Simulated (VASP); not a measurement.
# Ba3W: single point with PBE

Crystal: Ba3W.

```
CELL_PARAMETERS angstrom
-0.00012 6.08717 0.00000
0.00013 0.00000 6.08684
12.17423 -0.00023 0.00026
ATOMIC_POSITIONS crystal
Ba 0.99985 0.00012 0.24999
Ba 0.00009 0.99988 0.74999
Ba 0.49911 0.99958 0.50004
Ba 0.50087 0.00044 0.99997
Ba 0.99867 0.49972 0.50002
Ba 0.00140 0.50027 0.99998
W 0.00118 0.00037 0.99999
W 0.99885 0.99963 0.50002
```

```json
{
 "Program": "VASP 6.6.1",
 "Task": "single point",
 "Functional": "PBE",
 "Potentials or basis": "VASP PAW PBE potentials, release 64 (Ba_sv, W_sv)",
 "Cutoff": "500 eV",
 "k mesh": "4 × 4 × 2",
 "Occupations": "gaussian, width 0.1 eV",
 "Spin": "no spin polarisation"
}
```

* Pressure: 0.5 GPa
* Largest force: 0.004 eV/Å
* Band gap on the k mesh: zero (bands 44 and 45 overlap by 0.58 eV)

Forces in eV/Å, atoms in the order of the input:
```
Ba   0.000  0.001 -0.001
Ba   0.001 -0.001  0.001
Ba  -0.001  0.000  0.000
Ba   0.000  0.001 -0.001
Ba   0.000  0.001  0.000
Ba   0.000 -0.002  0.000
W    0.000 -0.004 -0.001
W    0.000  0.003  0.001
```

Levels at points of the mesh, in eV from the Fermi level:
| k point | band 42 | band 43 | band 44 | band 45 | band 46 | band 47 |
| --- | --- | --- | --- | --- | --- | --- |
| (0.00, 0.00, 0.00) | -0.59 | -0.58 | -0.58 | -0.31 | 0.08 | 0.70 |
| (0.50, 0.00, 0.00) | -0.04 | 0.01 | 0.01 | 0.08 | 0.93 | 1.18 |
| (0.00, 0.50, 0.00) | -0.04 | 0.01 | 0.01 | 0.08 | 0.93 | 1.18 |
| (0.50, 0.50, 0.00) | 0.03 | 0.27 | 0.27 | 0.27 | 0.51 | 0.93 |
| (0.00, 0.00, 0.50) | -0.68 | -0.61 | -0.60 | -0.15 | -0.15 | 0.58 |
| (0.50, 0.00, 0.50) | -0.34 | -0.15 | -0.15 | 0.42 | 0.42 | 1.22 |
| (0.00, 0.50, 0.50) | -0.34 | -0.15 | -0.15 | 0.42 | 0.42 | 1.22 |
| (0.50, 0.50, 0.50) | 0.16 | 0.16 | 0.16 | 0.58 | 0.58 | 0.83 |

It took 21 min on 1 thread of Intel Xeon 8259CL (shared host), peak memory 0.69 GiB.

Caveat: spin-orbit coupling is left out, which moves the levels of the heavy elements.
